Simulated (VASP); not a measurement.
# Ni in VASP: single point with r2SCAN

Aim: the single point of Ni with r2SCAN.

All numbers are computed with VASP 6.6.1; they aren't measurements. Logs are shortened: lines on timing, memory, paths and dates and some standing lists are left out, and cuts for length are marked.

## (1) The cell of the first run

The cell holds a slab with vacuum, 4 atoms: a = 2.460 Å, b = 2.460 Å, c = 22.026 Å, α = 90.00°, β = 90.00°, γ = 120.00°.

## (2) Single point, r2SCAN, collinear spin, ferromagnetic start

The input, POSCAR:

```
Ni
1.0
    2.4599032060      0.0000000000      0.0000000000
   -1.2299516030      2.1303386672      0.0000000000
    0.0000000000      0.0000000000     22.0255000000
Ni
4
Direct
    0.0000000000      0.0000000000      0.3644643249
    0.3333333333      0.6666666667      0.4545455154
    0.6666666667      0.3333333333      0.5454544885
    0.0000000000      0.0000000000      0.6355356705
```

The input, INCAR.step1:

```
ALGO = Normal
DIPOL = 0.5 0.5 0.500
EDIFF = 1E-5
EFIELD = -0.5
ENCUT = 580
GGA = PE
GGA_COMPAT = False
IDIPOL = 3
ISMEAR = -1
ISPIN = 2
LASPH = True
LCHARG = False
LDIPOL = True
LMAXMIX = 4
LREAL = False
LWAVE = True
MAGMOM = 1 1 1 1
NBANDS = 32
NELM = 200
NELMDL = -8
PREC = Accurate
SIGMA = 0.1
```

The input, INCAR.step2:

```
ALGO = Normal
DIPOL = 0.5 0.5 0.500
EDIFF = 1E-6
EFIELD = -0.5
ENCUT = 580
GGA_COMPAT = False
IDIPOL = 3
ISIF = 2
ISMEAR = -1
ISPIN = 2
ISTART = 1
LASPH = True
LCHARG = False
LDIPOL = True
LMAXMIX = 4
LMIXTAU = True
LORBIT = 11
LREAL = False
LWAVE = False
MAGMOM = 1 1 1 1
METAGGA = R2SCAN
NBANDS = 32
NELM = 200
PREC = Accurate
SIGMA = 0.1
```

The input, KPOINTS:

```
k-points
0
Gamma
  15 15 1
```

Potentials or basis: VASP PAW PBE potentials, release 64 (Ni).

Run with:

```
$ cat potpaw_PBE.64/Ni/POTCAR > POTCAR
$ cp INCAR.step1 INCAR
$ mpirun -np 1 vasp_std > vasp.out
$ cp INCAR.step2 INCAR
$ mpirun -np 1 vasp_std > vasp.out
```

OUTCAR:

```text
EDIFF = 1E-6
   ENCUT = 580
   ISIF = 2
   ISMEAR = -1
   ISPIN = 2
   ISTART = 1
   LASPH = True
   LORBIT = 11
   LREAL = False
   METAGGA = R2SCAN
   NELM = 200
   PREC = Accurate

 ion  position               nearest neighbor table
   1  0.000  0.000  0.364-   2 2.44   2 2.44   2 2.44
   2  0.333  0.667  0.455-   1 2.44   1 2.44   1 2.44   3 2.45   3 2.45   3 2.45
   3  0.667  0.333  0.545-   4 2.44   4 2.44   4 2.44   2 2.45   2 2.45   2 2.45
   4  0.000  0.000  0.636-   3 2.44   3 2.44   3 2.44

  LATTYP: Found a hexagonal cell.
 ALAT       =     2.4599032060
 C/A-ratio  =     8.9538075914

  Lattice vectors:

 A1 = (   2.4599032060,   0.0000000000,   0.0000000000)
 A2 = (  -1.2299516030,   2.1303386672,   0.0000000000)
 A3 = (   0.0000000000,   0.0000000000,  22.0255000000)

Analysis of symmetry for initial positions (statically):
=====================================================================
 Subroutine PRICEL returns:
 Original cell was already a primitive cell.

 Routine SETGRP: Setting up the symmetry group for a
 hexagonal supercell.

 Subroutine GETGRP returns: Found 12 space group operations
 (whereof 12 operations were pure point group operations)
 out of a pool of 24 trial point group operations.

The static configuration has the point symmetry D_3d.

Analysis of symmetry for dynamics (positions and initial velocities):
=====================================================================
 An external electric field (EFIELD) may reduce the allowed symmetry operations
 Subroutine PRICEL returns:
 Original cell was already a primitive cell.

 Routine SETGRP: Setting up the symmetry group for a
 hexagonal supercell.

 Subroutine GETGRP returns: Found  6 space group operations
 (whereof  6 operations were pure point group operations)
 out of a pool of 24 trial point group operations.

The dynamic configuration has the point symmetry C_3v.

Analysis of structural, dynamic, and magnetic symmetry:
=====================================================================
 Subroutine PRICEL returns:
 Original cell was already a primitive cell.

 Routine SETGRP: Setting up the symmetry group for a
 hexagonal supercell.

 Subroutine GETGRP returns: Found  6 space group operations
 (whereof  6 operations were pure point group operations)
 out of a pool of 24 trial point group operations.

The overall configuration has the point symmetry C_3v.

 Subroutine INISYM returns: Found  6 space group operations
 (whereof  6 operations are pure point group operations),
 and found     1 'primitive' translations

----------------------------------------------------------------------------------------

                                     Primitive cell

  volume of cell :     115.4230

  direct lattice vectors                    reciprocal lattice vectors
     2.459903206  0.000000000  0.000000000     0.406520060  0.234704466  0.000000000
    -1.229951603  2.130338667  0.000000000     0.000000000  0.469408933  0.000000000
     0.000000000  0.000000000 22.025500000     0.000000000  0.000000000  0.045401921

  length of vectors
     2.459903206  2.459903206 22.025500000     0.469408933  0.469408933  0.045401921

  position of ions in fractional coordinates (direct lattice)
     0.000000000  0.000000000  0.364464325
     0.333333333  0.666666667  0.454545515
     0.666666667  0.333333333  0.545454488
     0.000000000  0.000000000  0.635535670

  ion indices of the primitive-cell ions
   primitive index   ion index
                 1           1
                 2           2
                 3           3
                 4           4

----------------------------------------------------------------------------------------

 KPOINTS: k-points

Automatic generation of k-mesh.
 Grid dimensions read from file:
 generate k-points for:   15   15    1

 Generating k-lattice:

  Cartesian coordinates                     Fractional coordinates (reciprocal lattice)
     0.027101337  0.015646964  0.000000000     0.066666667  0.000000000  0.000000000
     0.000000000  0.031293929  0.000000000     0.000000000  0.066666667  0.000000000
     0.000000000  0.000000000  0.045401921     0.000000000  0.000000000  1.000000000

  Length of vectors
     0.031293929  0.031293929  0.045401921

  Shift w.r.t. Gamma in fractional coordinates (k-lattice)
     0.000000000  0.000000000  0.000000000

 Subroutine IBZKPT returns following result:
 ===========================================

 Found     27 irreducible k-points:

 Following reciprocal coordinates:
            Coordinates               Weight
  0.000000  0.000000  0.000000      1.000000
  0.066667  0.000000  0.000000      6.000000
  0.133333  0.000000  0.000000      6.000000
  0.200000  0.000000  0.000000      6.000000
  0.266667  0.000000  0.000000      6.000000
  0.333333  0.000000  0.000000      6.000000
[... 16 lines left out ...]
  0.333333  0.200000  0.000000     12.000000
  0.400000  0.200000  0.000000      6.000000
 [... further k-points ...]
   k-points           NKPTS =     27   k-points in BZ     NKDIM =     27   number of bands    NBANDS=     32
   number of dos      NEDOS =    301   number of ions     NIONS =      4
   total plane-waves  NPLWV =  72000
   dimension x,y,z NGX =    20 NGY =   20 NGZ =  180
   dimension x,y,z NGXF=    40 NGYF=   40 NGZF=  360
   ions per type =               4
   NGX,Y,Z   is equivalent  to a cutoff of  13.52, 13.52, 13.59 a.u.
   NGXF,Y,Z  is equivalent  to a cutoff of  27.03, 27.03, 27.17 a.u.
 SYSTEM =  unknown system
   PREC   = accura    normal or accurate (medium, high low for compatibility)
   ISTART =      1    job   : 0-new  1-cont  2-samecut
   ICHARG =      0    charge: 1-file 2-atom 10-const
   ISPIN  =      2    spin polarized calculation?
   LNONCOLLINEAR =      F non collinear calculations
   LSORBIT =      F    spin-orbit coupling
   LASPH  =      T    aspherical Exc in radial PAW
   ENCUT  =  580.0 eV  42.63 Ry    6.53 a.u.   4.83  4.83 43.25*2*pi/ulx,y,z
   NELM   =    200;   NELMIN=  2; NELMDL=  0     # of ELM steps
   EDIFF  = 0.1E-05   stopping-criterion for ELM
   LREAL  =      F    real-space projection
   EDIFFG = 0.1E-04   stopping-criterion for IOM
   NSW    =      0    number of steps for IOM
   IBRION =     -1    ionic relax: 0-MD 1-quasi-New 2-CG
   NFREE  =      0    steps in history (QN), initial steepest desc. (CG)
   ISIF   =      2    stress and relaxation
   ISYM   =      2    0-nonsym 1-usesym 2-fastsym
   POTIM  = 0.5000    time-step for ionic-motion
   TEBEG  =    0.0;   TEEND  =   0.0 temperature during run
   PSTRESS=    0.0 pullay stress
   NELECT =      40.0000    total number of electrons
   NUPDOWN=      -1.0000    fix difference up-down
   EMIN   =  10.00;   EMAX   =-10.00  energy-range for DOS
   EFERMI =   0.00;   METHOD = LEGACY
   ISMEAR =    -1;   SIGMA  =   0.10  broadening in eV -4-tet -1-fermi 0-gaus
   EFERMI_NEDOS =   21; number of points for ismear=-14 and -15
   IALGO  =     38    algorithm
   IMIX   =      4    mixing-type and parameters
     AMIX     =   0.40;   BMIX     =  1.00
     AMIX_MAG =   1.60;   BMIX_MAG =  1.00
  volume/ion in A,a.u.               =      28.86       194.73
  Fermi-wavevector in a.u.,A,eV,Ry     =   1.149910  2.173016 17.990902  1.322294
  Thomas-Fermi vector in A             =   2.286577
   LORBIT       =     11    0 simple, 1 ext, 2 COOP (PROOUT), +10 PAW based schemes
   METAGGA = R2SCAN    functional components
   LHFCALC =     F    Hartree Fock is set to
   AEXX    =    0.0000 exact exchange contribution
   IVDW    =     0    specifies the selected vdW correction
   LEPSILON=     F    determine dielectric tensor
   LRPA    =     F    only Hartree local field effects (RPA)
 spin polarized calculation
  energy-cutoff  :      580.00
  volume of cell :      115.42
 maximum number of plane-waves:      3711
 NGX is ok and might be reduce to    20
   NGX =  9   NGY =  9   NGZ = 87

 number of electron      40.0000008 magnetization       2.9682853

 dipolmoment           0.000000      0.000000     -0.134877 electrons x Angstroem

 Free energy of the ion-electron system (eV)
  ---------------------------------------------------
  ext. energy  EPLUGINS =         0.00000000
  ---------------------------------------------------
  free energy    TOTEN  =       -46.50128004 eV

  energy without entropy =      -46.33687922  energy(sigma->0) =      -46.41907963

 E-fermi :   0.5044     XC(G=0):  -6.1222

 val. band max:        0.5037955373   @ k =   0.3333   0.2667   0.0000
 cond. band min:       0.5112209265   @ k =   0.2667   0.0667   0.0000
 fundamental gap:      0.0074253892
 Fermi energy:         0.5044090043

 spin component 1

 k-point     1 :       0.0000    0.0000    0.0000
  band No.  band energies     occupation
      1      -8.6675      1.00000
      2      -7.2398      1.00000
      3      -5.5738      1.00000
      4      -4.9788      1.00000
      5      -2.6781      1.00000
      6      -2.5571      1.00000
[... 829 lines left out ...]
     31      12.1145      0.00000
     32      12.5706      0.00000

 [... further k-points ...]

 spin component 2

 k-point     1 :       0.0000    0.0000    0.0000
  band No.  band energies     occupation
      1      -8.9398      1.00000
      2      -7.4848      1.00000
      3      -5.5783      1.00000
      4      -4.4836      1.00000
      5      -1.5636      1.00000
      6      -1.4840      1.00000
[... 829 lines left out ...]
     31      12.2858      0.00000
     32      12.6534      0.00000

 [... further k-points ...]

------------------------ aborting loop because EDIFF is reached ----------------------------------------

 vacuum level on the upper side and lower side of the slab       (xc-potential included)         3.094        -3.136

  FORCE on cell =-STRESS in cart. coord.  units (eV):
  Direction    XX          YY          ZZ          XY          YZ          ZX
  --------------------------------------------------------------------------------------
  -------------------------------------------------------------------------------------
  Total       -1.4168277     -1.4168277     -0.0135358      0.0000000      0.0000000      0.0000000
  in kB      -19.6668671    -19.6668671     -0.1878896      0.0000000      0.0000000      0.0000000
  external PRESSURE =     -13.1738746 kB  Pullay stress =       0.0000000 kB

 VOLUME and BASIS-vectors are now :
 -----------------------------------------------------------------------------
  energy-cutoff  :      580.00
  volume of cell :      115.42
      direct lattice vectors                 reciprocal lattice vectors
     2.459903206  0.000000000  0.000000000     0.406520060  0.234704466  0.000000000
    -1.229951603  2.130338667  0.000000000     0.000000000  0.469408933  0.000000000
     0.000000000  0.000000000 22.025500000     0.000000000  0.000000000  0.045401921

 POSITION                                       TOTAL-FORCE (eV/Angst)
 -----------------------------------------------------------------------------------
      0.00000      0.00000      8.02751         0.000000     -0.000000     -0.030861
     -0.00000      1.42023     10.01159        -0.000000      0.000000     -0.006443
      1.22995      0.71011     12.01391         0.000000      0.000000      0.004609
      0.00000      0.00000     13.99799         0.000000     -0.000000      0.032695
 -----------------------------------------------------------------------------------
    total drift:                                0.000000     -0.000000      0.002478

  FREE ENERGIE OF THE ION-ELECTRON SYSTEM (eV)
  ---------------------------------------------------
  free  energy   TOTEN  =       -46.5012800382 eV

  energy  without entropy=      -46.3368792201  energy(sigma->0) =      -46.41907963

 vacuum level on the upper side and lower side of the slab         8.583         2.474

 total charge

# of ion       s       p       d       tot
------------------------------------------
    1        0.521   0.434   8.309   9.264
    2        0.526   0.552   8.334   9.412
    3        0.526   0.552   8.334   9.412
    4        0.521   0.430   8.309   9.261
--------------------------------------------------
tot          2.095   1.969  33.286  37.349

 magnetization (x)

# of ion       s       p       d       tot
------------------------------------------
    1       -0.009  -0.044   0.834   0.782
    2       -0.011  -0.048   0.797   0.738
    3       -0.011  -0.048   0.798   0.739
    4       -0.008  -0.044   0.843   0.792
--------------------------------------------------
tot         -0.038  -0.184   3.273   3.051
```

It took 81 min on 1 thread of Intel Xeon 8259CL, shared host; peak memory 0.44 GiB.

Results:

```yaml
Free_energy: -46.5013 eV
Largest_force: 0.033 eV/Å
Net_moment: 2.97 μB per cell
Site_moments: Ni +0.78, +0.74, +0.79 (each value once) μB
Valence_electrons_inside_the_program's_atomic_spheres: Ni 9.26, 9.41 (each value once)
```

Forces in eV/Å, atoms in the order of the input:
```
Ni   0.000  0.000 -0.031
Ni   0.000  0.000 -0.006
Ni   0.000  0.000  0.005
Ni   0.000  0.000  0.033
```

Caveat: the PAW data sets were made with another functional, which shifts forces and pressure a little.
